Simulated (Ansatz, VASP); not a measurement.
## Zr2PdS3: VASP beside Ansatz

```
Zr Pd S
1.0
     3.63560    0.00000    0.00000
     0.00000    3.63560    0.00000
     0.00000    0.00000    7.78744
Zr Pd S
2 1 3
Direct
  0.50000 0.00000 0.27820
  0.00000 0.50000 0.72180
  0.50000 0.50000 0.00000
  0.00000 0.00000 0.00000
  0.50000 0.00000 0.62694
  0.00000 0.50000 0.37306
```

Change from the starting cell: species swapped into the Mn3CoAs2 type (P-4m2, No. 115).

Alike in both runs: functional PBE; k mesh 10 × 10 × 6; occupations gaussian, width 0.1 eV; no spin polarisation.

Ansatz relaxed the structure, and its values are those at the end. VASP's run is a single point on that final structure, the one shown.

|  | VASP | Ansatz |
| --- | --- | --- |
| version | VASP 6.6.1 | Ansatz 0.2.0 |
| potentials or method | VASP PAW PBE potentials, release 64 (Zr_sv, Pd, S), cutoff 520 eV | scalar-relativistic, plane waves, PAW |
| valence electrons in the cell | 52 | 60 |

|  | VASP | Ansatz | Ansatz less VASP |
| --- | --- | --- | --- |
| gap on the k mesh at the Fermi level (eV) | none | none | - |
| pressure (GPa) | 0.0 | 0.0 | +0.03 |

A gap of «none» marks a metal or a gap that the smearing closes. VASP's potentials hold 52 valence electrons a cell and Ansatz's 60, so a difference there can come from the potentials and not from the codes.
